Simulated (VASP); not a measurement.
## Cu: single point with PBEsol

Cu:

```xyz
1
Lattice="0.0000 1.7623 1.8527 1.7623 0.0000 1.8527 1.7623 1.7623 0.0000" Properties=species:S:1:pos:R:3 pbc="T T T"
Cu    0.0000    0.0000    0.0000
```

This cell differs from its parent crystal: strain -0.025 along x and y, +0.025 along z.

- Program: VASP 6.6.1
- Task: single point
- Functional: PBEsol
- Potentials or basis: VASP PAW PBE potentials, release 64 (Cu)
- Cutoff: 520 eV
- k mesh: 22 × 22 × 22
- Occupations: gaussian, width 0.15 eV
- Spin: no spin polarisation
- Dipole correction: no
- Further INCAR settings: ALGO = Normal; EDIFF = 1e-06; NBANDS = 12

The pressure is -1.9 GPa.

Stress tensor (GPa, compression positive):
```
-0.72  0.00  0.00
 0.00 -0.72  0.00
 0.00  0.00 -4.37
```

Levels at points of the mesh, in eV from the Fermi level:
```csv
k point,band 2,band 3,band 4,band 5,band 6,band 7,band 8,band 9,band 10,band 11
"(0.00, 0.00, 0.00)",-3.28,-3.01,-3.01,-2.38,-2.11,22.84,25.49,25.71,25.71,28.10
"(0.50, 0.00, 0.00)",-3.26,-3.01,-1.70,-1.60,-1.10,3.89,20.44,22.49,23.29,24.62
"(0.50, 0.50, 0.00)",-4.55,-1.65,-1.51,-1.51,0.75,6.41,14.05,14.05,18.50,21.43
"(0.50, 0.00, 0.50)",-4.56,-1.68,-1.59,-1.41,1.81,7.73,12.82,12.92,17.51,20.33
```

It took 66 s on 1 thread of Intel(R) Xeon(R) Platinum 8488C (Sapphire Rapids), on a shared host, peak memory 0.22 GiB.

Caveat: the cell differs from its parent crystal (strain -0.025 along x and y, +0.025 along z); the PAW data sets were made with another functional, which shifts forces and pressure a little.
